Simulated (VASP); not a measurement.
# Zr3S2 (I-4m2) in VASP: notebook

Zr3S2 is run at these levels: PBE; tasks: single point, relaxation of cell and atoms.

All numbers are computed with VASP 6.6.1; they aren't measurements. Logs are shortened: lines on timing, memory, paths and dates and some standing lists are left out, and cuts for length are marked.

### 1 The cell of the first run

It takes space group I-4m2 (No. 119, tetragonal). The conventional cell has a = 3.541 Å, b = 3.541 Å, c = 17.329 Å, α = 90.00°, β = 90.00°, γ = 90.00°. Zr (site symmetry 2mm) has 3 S at 2.48 to 2.56 Å within 3.3 Å. Within 3.3 Å of Zr (site symmetry -4m2) lie 4 S at 2.50 Å. Within 3.4 Å of S (site symmetry -4m2) lie 4 Zr at 2.56 Å. Within 3.3 Å of S (site symmetry -4m2) lie 6 Zr at 2.48 to 2.50 Å.

The cell was built from a structure type or drawn by symmetry, and may not be a known phase.

### 2 Single point, PBE

The input, INCAR:

```
  ALGO = Normal
  EDIFF = 1E-6
  ENCUT = 520
  GGA = PE
  ISIF = 2
  ISMEAR = 0
  LASPH = True
  LCHARG = True
  LELF = True
  LREAL = False
  LVHAR = True
  LWAVE = False
  NBANDS = 32
  NELM = 60
  PREC = Accurate
  SIGMA = 0.1
```

The input, KPOINTS:

```
k-points
0
Gamma
  6 6 6
```

The input, POSCAR:

```
Zr3S2
1.0
   -1.7706136478      1.7706136478      8.6643693547
    1.7706136478     -1.7706136478      8.6643693547
    1.7706136478      1.7706136478     -8.6643693547
Zr S
3 2
Direct
    0.6433249261      0.6433249261      0.0000000000
    0.3566750739      0.3566750739      0.0000000000
    0.0000000000      0.0000000000      0.0000000000
    0.7500000000      0.2500000000      0.5000000000
    0.5000000000      0.5000000000      0.0000000000
```

Potentials or basis: VASP PAW PBE potentials, release 64 (Zr_sv, S).

Launch:

```console
> cat potpaw_PBE.64/Zr_sv/POTCAR potpaw_PBE.64/S/POTCAR > POTCAR
> mpirun -np 1 vasp_std > vasp.out
```

OUTCAR:

```text
EDIFF = 1E-6
   ENCUT = 520
   GGA = PE
   ISIF = 2
   ISMEAR = 0
   LASPH = True
   LREAL = False
   NELM = 60
   PREC = Accurate

 ion  position               nearest neighbor table
   1  0.643  0.643  0.000-   5 2.48   4 2.56   4 2.56   3 3.53   3 3.53   3 3.53   3 3.53
   2  0.357  0.357  0.000-   5 2.48   4 2.56   4 2.56   3 3.53   3 3.53   3 3.53   3 3.53
   3  0.000  0.000  0.000-   5 2.50   5 2.50   5 2.50   5 2.50   1 3.53   1 3.53   2 3.53   1 3.53
                             2 3.53   1 3.53   2 3.53   2 3.53
   4  0.750  0.250  0.500-   2 2.56   1 2.56   2 2.56   1 2.56
   5  0.500  0.500  0.000-   1 2.48   2 2.48   3 2.50   3 2.50   3 2.50   3 2.50

  LATTYP: Found a body centered tetragonal cell.
 ALAT       =     3.5412272956
 C/A-ratio  =     4.8934274089

  Lattice vectors:

 A1 = (  -1.7706136478,   1.7706136478,   8.6643693547)
 A2 = (   1.7706136478,  -1.7706136478,   8.6643693547)
 A3 = (   1.7706136478,   1.7706136478,  -8.6643693547)

Analysis of symmetry for initial positions (statically):
=====================================================================
 Subroutine PRICEL returns:
 Original cell was already a primitive cell.

 Routine SETGRP: Setting up the symmetry group for a
 body centered tetragonal supercell.

 Subroutine GETGRP returns: Found  8 space group operations
 (whereof  8 operations were pure point group operations)
 out of a pool of 16 trial point group operations.

The static configuration has the point symmetry D_2d.

Analysis of symmetry for dynamics (positions and initial velocities):
=====================================================================
 Subroutine PRICEL returns:
 Original cell was already a primitive cell.

 Routine SETGRP: Setting up the symmetry group for a
 body centered tetragonal supercell.

 Subroutine GETGRP returns: Found  8 space group operations
 (whereof  8 operations were pure point group operations)
 out of a pool of 16 trial point group operations.

The dynamic configuration has the point symmetry D_2d.

 Subroutine INISYM returns: Found  8 space group operations
 (whereof  8 operations are pure point group operations),
 and found     1 'primitive' translations

----------------------------------------------------------------------------------------

                                     Primitive cell

  volume of cell :     108.6537

  direct lattice vectors                    reciprocal lattice vectors
    -1.770613648  1.770613648  8.664369355     0.000000000  0.282387974  0.057707605
     1.770613648 -1.770613648  8.664369355     0.282387974  0.000000000  0.057707605
     1.770613648  1.770613648 -8.664369355     0.282387974  0.282387974  0.000000000

  length of vectors
     9.018949035  9.018949035  9.018949035     0.288224106  0.288224106  0.399356902

  position of ions in fractional coordinates (direct lattice)
     0.643324926  0.643324926  0.000000000
     0.356675074  0.356675074  0.000000000
     0.000000000  0.000000000  0.000000000
     0.750000000  0.250000000  0.500000000
     0.500000000  0.500000000  0.000000000

  ion indices of the primitive-cell ions
   primitive index   ion index
                 1           1
                 2           2
                 3           3
                 4           4
                 5           5

----------------------------------------------------------------------------------------

 KPOINTS: k-points

Automatic generation of k-mesh.
 Grid dimensions read from file:
 generate k-points for:    6    6    6

 Generating k-lattice:

  Cartesian coordinates                     Fractional coordinates (reciprocal lattice)
     0.000000000  0.047064662  0.009617934     0.166666667  0.000000000 -0.000000000
     0.047064662  0.000000000  0.009617934     0.000000000  0.166666667 -0.000000000
     0.047064662  0.047064662  0.000000000     0.000000000  0.000000000  0.166666667

  Length of vectors
     0.048037351  0.048037351  0.066559484

  Shift w.r.t. Gamma in fractional coordinates (k-lattice)
     0.000000000  0.000000000  0.000000000

 Subroutine IBZKPT returns following result:
 ===========================================

 Found     30 irreducible k-points:

 Following reciprocal coordinates:
            Coordinates               Weight
  0.000000  0.000000  0.000000      1.000000
  0.166667  0.000000  0.000000      8.000000
  0.333333  0.000000  0.000000      8.000000
  0.500000  0.000000  0.000000      4.000000
  0.166667  0.166667  0.000000      8.000000
  0.333333  0.166667  0.000000     16.000000
[... 16 lines left out ...]
 -0.333333 -0.333333  0.166667      8.000000
 -0.166667 -0.333333  0.166667      8.000000
 [... further k-points ...]
   k-points           NKPTS =     30   k-points in BZ     NKDIM =     30   number of bands    NBANDS=     32
   number of dos      NEDOS =    301   number of ions     NIONS =      5
   total plane-waves  NPLWV = 343000
   dimension x,y,z NGX =    70 NGY =   70 NGZ =   70
   dimension x,y,z NGXF=   140 NGYF=  140 NGZF=  140
   ions per type =               3   2
   NGX,Y,Z   is equivalent  to a cutoff of  12.90, 12.90, 12.90 a.u.
   NGXF,Y,Z  is equivalent  to a cutoff of  25.81, 25.81, 25.81 a.u.
 SYSTEM =  unknown system
   PREC   = accura    normal or accurate (medium, high low for compatibility)
   ISTART =      0    job   : 0-new  1-cont  2-samecut
   ICHARG =      2    charge: 1-file 2-atom 10-const
   ISPIN  =      1    spin polarized calculation?
   LNONCOLLINEAR =      F non collinear calculations
   LSORBIT =      F    spin-orbit coupling
   LASPH  =      T    aspherical Exc in radial PAW
   ENCUT  =  520.0 eV  38.22 Ry    6.18 a.u.  16.77 16.77 16.77*2*pi/ulx,y,z
   NELM   =     60;   NELMIN=  2; NELMDL= -5     # of ELM steps
   EDIFF  = 0.1E-05   stopping-criterion for ELM
   LREAL  =      F    real-space projection
   EDIFFG = 0.1E-04   stopping-criterion for IOM
   NSW    =      0    number of steps for IOM
   IBRION =     -1    ionic relax: 0-MD 1-quasi-New 2-CG
   NFREE  =      0    steps in history (QN), initial steepest desc. (CG)
   ISIF   =      2    stress and relaxation
   ISYM   =      2    0-nonsym 1-usesym 2-fastsym
   POTIM  = 0.5000    time-step for ionic-motion
   TEBEG  =    0.0;   TEEND  =   0.0 temperature during run
   PSTRESS=    0.0 pullay stress
   NELECT =      48.0000    total number of electrons
   NUPDOWN=      -1.0000    fix difference up-down
   EMIN   =  10.00;   EMAX   =-10.00  energy-range for DOS
   EFERMI =   0.00;   METHOD = LEGACY
   ISMEAR =     0;   SIGMA  =   0.10  broadening in eV -4-tet -1-fermi 0-gaus
   EFERMI_NEDOS =   21; number of points for ismear=-14 and -15
   IALGO  =     38    algorithm
   IMIX   =      4    mixing-type and parameters
     AMIX     =   0.40;   BMIX     =  1.00
     AMIX_MAG =   1.60;   BMIX_MAG =  1.00
  volume/ion in A,a.u.               =      21.73       146.65
  Fermi-wavevector in a.u.,A,eV,Ry     =   1.246829  2.356166 21.151395  1.554584
  Thomas-Fermi vector in A             =   2.380989
   LORBIT       =      0    0 simple, 1 ext, 2 COOP (PROOUT), +10 PAW based schemes
   GGA     = PE    functional components
   LHFCALC =     F    Hartree Fock is set to
   AEXX    =    0.0000 exact exchange contribution
   IVDW    =     0    specifies the selected vdW correction
   LEPSILON=     F    determine dielectric tensor
   LRPA    =     F    only Hartree local field effects (RPA)
 non-spin polarized calculation
 Gauss-broadening in eV      SIGMA  =   0.10
  energy-cutoff  :      520.00
  volume of cell :      108.65
 maximum number of plane-waves:      2952
 NGX is ok and might be reduce to    70
   NGX = 33   NGY = 33   NGZ = 33

 number of electron      48.0000002 magnetization

 Free energy of the ion-electron system (eV)
  ---------------------------------------------------
  ext. energy  EPLUGINS =         0.00000000
  ---------------------------------------------------
  free energy    TOTEN  =       -38.81096929 eV

  energy without entropy =      -38.79688105  energy(sigma->0) =      -38.80392517

 E-fermi :   8.1652     XC(G=0): -10.5485

 val. band max:        8.1139820522   @ k =   0.3333   0.1667   0.0000
 cond. band min:       8.1915419854   @ k =  -0.3333   0.1667  -0.0000
 fundamental gap:      0.0775599332
 Fermi energy:         8.1652004414

 k-point     1 :       0.0000    0.0000    0.0000
  band No.  band energies     occupation
      1     -41.2177      2.00000
      2     -41.2098      2.00000
      3     -41.1354      2.00000
      4     -19.4292      2.00000
      5     -19.4054      2.00000
      6     -19.3051      2.00000
[... 24 lines left out ...]
     31      10.3116      0.00000
     32      10.9215      0.00000

 k-point     2 :       0.1667    0.0000    0.0000
  band No.  band energies     occupation
      1     -41.2127      2.00000
      2     -41.2066      2.00000
      3     -41.1325      2.00000
      4     -19.4964      2.00000
      5     -19.3944      2.00000
      6     -19.3032      2.00000
[... 24 lines left out ...]
     31      10.4714      0.00000
     32      10.6779      0.00000

 k-point     3 :       0.3333    0.0000    0.0000
  band No.  band energies     occupation
      1     -41.2027      2.00000
      2     -41.2002      2.00000
      3     -41.1267      2.00000
      4     -19.6429      2.00000
      5     -19.3735      2.00000
      6     -19.2960      2.00000
[... 24 lines left out ...]
     31      10.8131      0.00000
     32      11.0497      0.00000

 k-point     4 :       0.5000    0.0000    0.0000
  band No.  band energies     occupation
      1     -41.1979      2.00000
      2     -41.1967      2.00000
      3     -41.1239      2.00000
      4     -19.7171      2.00000
      5     -19.3640      2.00000
      6     -19.3434      2.00000
[... 654 lines left out ...]
     31      10.7700      0.00000
     32      10.8937      0.00000

 k-point    23 :      -0.3333   -0.3333    0.1667
  band No.  band energies     occupation
      1     -41.2075      2.00000
      2     -41.2041      2.00000
      3     -41.1293      2.00000
      4     -19.4947      2.00000
      5     -19.4045      2.00000
      6     -19.3666      2.00000
[... 24 lines left out ...]
     31      10.4251      0.00000
     32      11.0178      0.00000

 k-point    24 :      -0.1667   -0.3333    0.1667
  band No.  band energies     occupation
      1     -41.2123      2.00000
      2     -41.2071      2.00000
      3     -41.1325      2.00000
      4     -19.4880      2.00000
      5     -19.4096      2.00000
      6     -19.2956      2.00000
[... 24 lines left out ...]
     31      10.5515      0.00000
     32      10.7500      0.00000

 [... further k-points ...]

------------------------ aborting loop because EDIFF is reached ----------------------------------------

  FORCE on cell =-STRESS in cart. coord.  units (eV):
  Direction    XX          YY          ZZ          XY          YZ          ZX
  --------------------------------------------------------------------------------------
  -------------------------------------------------------------------------------------
  Total        0.0218662      0.0218662      0.0976864      0.0000000      0.0000000      0.0000000
  in kB        0.3224331      0.3224331      1.4404559      0.0000000      0.0000000      0.0000000
  external PRESSURE =       0.6951073 kB  Pullay stress =       0.0000000 kB

 VOLUME and BASIS-vectors are now :
 -----------------------------------------------------------------------------
  energy-cutoff  :      520.00
  volume of cell :      108.65
      direct lattice vectors                 reciprocal lattice vectors
    -1.770613648  1.770613648  8.664369355     0.000000000  0.282387974  0.057707605
     1.770613648 -1.770613648  8.664369355     0.282387974  0.000000000  0.057707605
     1.770613648  1.770613648 -8.664369355     0.282387974  0.282387974  0.000000000

 POSITION                                       TOTAL-FORCE (eV/Angst)
 -----------------------------------------------------------------------------------
      0.00000      0.00000     11.14801         0.000000      0.000000      0.036045
      0.00000      0.00000      6.18073        -0.000000     -0.000000     -0.036045
      0.00000      0.00000      0.00000        -0.000000     -0.000000      0.000000
      0.00000      1.77061      4.33218        -0.000000     -0.000000      0.000000
      0.00000      0.00000      8.66437        -0.000000     -0.000000      0.000000
 -----------------------------------------------------------------------------------
    total drift:                               -0.000000      0.000000     -0.000000

  FREE ENERGIE OF THE ION-ELECTRON SYSTEM (eV)
  ---------------------------------------------------
  free  energy   TOTEN  =       -38.8109692896 eV

  energy  without entropy=      -38.7968810523  energy(sigma->0) =      -38.80392517
```

It took 7.9 min on 1 thread of Intel Xeon 6975P-C (Granite Rapids), shared host; peak memory 0.65 GiB.

What came out:

```yaml
Free_energy: -38.8110 eV
Pressure: 0.1 GPa
Largest_force: 0.036 eV/Å
Band_gap_on_the_k_mesh: zero (bands 24 and 25 overlap by 0.18 eV)
```

Forces on the atoms (eV/Å):
```
Zr   0.000  0.000  0.036
Zr   0.000  0.000 -0.036
Zr   0.000  0.000  0.000
S    0.000  0.000  0.000
S    0.000  0.000  0.000
```

Stress tensor (GPa, compression positive):
```
0.03 0.00 0.00
0.00 0.03 0.00
0.00 0.00 0.14
```

Levels at points of the mesh, in eV from the Fermi level:
| k point | band 22 | band 23 | band 24 | band 25 | band 26 | band 27 |
| --- | --- | --- | --- | --- | --- | --- |
| (0.00, 0.00, 0.00) | -2.80 | -1.38 | -1.20 | 0.14 | 0.55 | 0.55 |
| (0.50, 0.00, 0.00) | -0.86 | -0.73 | -0.26 | 0.69 | 1.29 | 1.48 |
| (0.50, 0.50, 0.00) | -2.00 | -1.28 | -0.55 | -0.14 | 1.73 | 2.03 |
| (0.50, 0.50, 0.50) | -2.05 | -2.04 | -0.79 | 0.14 | 0.17 | 0.17 |

### 3 Relaxation of cell and atoms, PBE

This run uses another cell than the first one, of 23.03 Å³/atom.

The input, INCAR:

```
SYSTEM = Zr3S2
  PREC = Accurate
  ENCUT = 600
  EDIFF = 1E-6
  ISMEAR = 0
  SIGMA = 0.1
  LREAL = .False.
  LASPH = .True.
  NELM = 60
  ALGO = Normal
  ISIF = 3
  LWAVE = .False.
  LCHARG = .False.
  GGA = PE
  IBRION = 2
  NSW = 90
  EDIFFG = -0.04
```

The input, KPOINTS:

```
regular mesh
0
Gamma
  4 4 4
  0 0 0
```

The input, POSCAR:

```
Zr3S2
1.0
   -2.6584484600      2.6584484600      4.0730037900
    2.6584484600     -2.6584484600      4.0730037900
    2.6584484600      2.6584484600     -4.0730037900
Zr S
3 2
Direct
    0.7238064900      0.7238064900      0.0000000000
    0.2761935100      0.2761935100      0.0000000000
    0.0000000000      0.0000000000      0.0000000000
    0.7500000000      0.2500000000      0.5000000000
    0.5000000000      0.5000000000      0.0000000000
```

Potentials or basis: VASP PAW PBE potentials, release 64 (Zr_sv, S).

Launch:

```console
> cat potpaw_PBE.64/Zr_sv/POTCAR potpaw_PBE.64/S/POTCAR > POTCAR
> mpirun -np 1 vasp_std > vasp.out
```

Wall time 19 min (1 thread of Intel Xeon 6975P-C (Granite Rapids), shared host); peak memory 0.36 GiB.

Results (log left out):

```
Free energy                           : -35.2615 eV
Relaxed volume                        : 24.62 Å³/atom
Relaxed cell                          : a = 6.645 Å, b = 6.645 Å, c = 6.645 Å, α = 139.40°, β = 139.40°, γ = 58.77°
Space group after relaxing (to 0.1 Å) : I-4m2 (No. 119)
Pressure after relaxing               : -0.2 GPa
Largest force after relaxing          : 0.016 eV/Å
Band gap on the k mesh                : zero (bands 24 and 25 overlap by 1.15 eV)
```

Forces on the atoms (eV/Å):
```
Zr   0.000  0.000 -0.016
Zr   0.000  0.000  0.016
Zr   0.000  0.000  0.000
S    0.000  0.000  0.000
S    0.000  0.000  0.000
```

Stress tensor (GPa, compression positive):
```
-0.24  0.00  0.00
 0.00 -0.24  0.00
 0.00  0.00 -0.01
```

Final structure:
```xyz
5
Lattice="-2.3056 2.3056 5.7902 2.3056 -2.3056 5.7902 2.3056 2.3056 -5.7902" Properties=species:S:1:pos:R:3 pbc="T T T"
Zr    2.3056    2.3056    2.4243
Zr    0.0000    0.0000    3.3659
Zr    0.0000    0.0000    0.0000
S     0.0000    2.3056    2.8951
S     0.0000    0.0000    5.7902
```

Levels at points of the mesh, in eV from the Fermi level:
```tsv
k point	band 21	band 22	band 23	band 24	band 25	band 26	band 27	band 28
(0.00, 0.00, 0.00)	-2.68	-1.60	-0.83	-0.41	0.33	0.35	0.35	0.37
(0.50, 0.00, 0.00)	-1.34	-1.04	-0.97	0.28	0.60	0.70	0.87	1.19
(0.50, 0.50, 0.00)	-1.59	-0.83	-0.43	-0.06	0.27	0.49	0.62	0.91
(0.50, 0.50, 0.50)	-2.09	-1.45	-0.86	-0.86	-0.75	-0.50	0.06	0.14
```

Caveat: a cell axis changed by over 15 % at a fixed basis, so the end point is rough.

### 4 Relaxation of cell and atoms, PBE

The input, INCAR:

```
  PREC = Accurate
  ENCUT = 600
  EDIFF = 1E-6
  ISMEAR = 0
  SIGMA = 0.1
  LREAL = False
  LASPH = True
  NELM = 100
  ALGO = Normal
  ISIF = 3
  LWAVE = False
  LCHARG = False
  GGA = PE
  IBRION = 2
  NSW = 90
  EDIFFG = -0.04
```

The input, KPOINTS:

```
Automatic mesh
0
Gamma
  6 6 6
```

The input, POSCAR:

```
Zr3S2
1.0
   -1.7712834642      1.7712834642      8.6528279860
    1.7712834642     -1.7712834642      8.6528279860
    1.7712834642      1.7712834642     -8.6528279860
Zr S
3 2
Direct
    0.6441887463      0.6441887463      0.0000000000
    0.3558112537      0.3558112537      0.0000000000
    0.0000000000      0.0000000000      0.0000000000
    0.7500000000      0.2500000000      0.5000000000
    0.5000000000      0.5000000000      0.0000000000
```

Launch:

```console
> cat potpaw_PBE.64/Zr_sv/POTCAR potpaw_PBE.64/S/POTCAR > POTCAR
> mpirun -np 1 vasp_std > vasp.out
```

Wall time 14 min (1 thread of Intel Xeon 6975P-C (Granite Rapids), shared host); peak memory 0.79 GiB.

It converged, with:

* Free energy: -38.8108 eV
* Relaxed volume: 21.79 Å³/atom
* Relaxed cell: a = 9.014 Å, b = 9.014 Å, c = 9.014 Å, α = 157.31°, β = 157.31°, γ = 32.31°
* Space group after relaxing (to 0.1 Å): I-4m2 (No. 119)
* Energy gained by relaxing: 0.3 meV/atom
* Ionic steps: 3
* Pressure after relaxing: -0.1 GPa
* Largest force after relaxing: 0.024 eV/Å
* Band gap on the k mesh: zero (bands 24 and 25 overlap by 0.18 eV)

Forces on the atoms (eV/Å):
```
Zr   0.000  0.000 -0.024
Zr   0.000  0.000  0.024
Zr   0.000  0.000  0.000
S    0.000  0.000  0.000
S    0.000  0.000  0.000
```

Stress tensor (GPa, compression positive):
```
-0.25  0.00  0.00
 0.00 -0.25  0.00
 0.00  0.00  0.06
```

Step by step:
```tsv
step	energy change (eV)	largest force (eV/Å)	pressure (GPa)	volume (Å³)
1	0.0000	0.1622	0.13	108.59
2	-0.0017	0.0505	-0.12	108.86
3	-0.0017	0.0240	-0.15	108.93
```

Final structure:
```cif
data_structure
_symmetry_space_group_name_H-M 'P 1'
_symmetry_Int_Tables_number 1
_cell_length_a 9.0141
_cell_length_b 9.0141
_cell_length_c 9.0141
_cell_angle_alpha 157.307
_cell_angle_beta 157.307
_cell_angle_gamma 32.310
_cell_volume 108.93
loop_
_atom_site_label
_atom_site_type_symbol
_atom_site_fract_x
_atom_site_fract_y
_atom_site_fract_z
_atom_site_occupancy
Zr1 Zr 0.64363 0.64363 0.00000 1
Zr2 Zr 0.35637 0.35637 0.00000 1
Zr3 Zr 0.00000 0.00000 0.00000 1
S1 S 0.75000 0.25000 0.50000 1
S2 S 0.50000 0.50000 0.00000 1
```

Levels at points of the mesh, in eV from the Fermi level:
```tsv
k point	band 20	band 21	band 22	band 23	band 24	band 25	band 26	band 27	band 28
(0.00, 0.00, 0.00)	-3.26	-2.79	-2.78	-1.37	-1.20	0.14	0.56	0.56	0.80
(0.50, 0.00, 0.00)	-2.99	-1.07	-0.86	-0.73	-0.25	0.68	1.28	1.50	1.72
(0.50, 0.50, 0.00)	-4.26	-2.15	-1.98	-1.27	-0.54	-0.15	1.73	2.02	2.35
(0.50, 0.50, 0.50)	-3.07	-2.83	-2.03	-2.03	-0.80	0.14	0.17	0.17	0.47
```

[end of part 1 of 2]
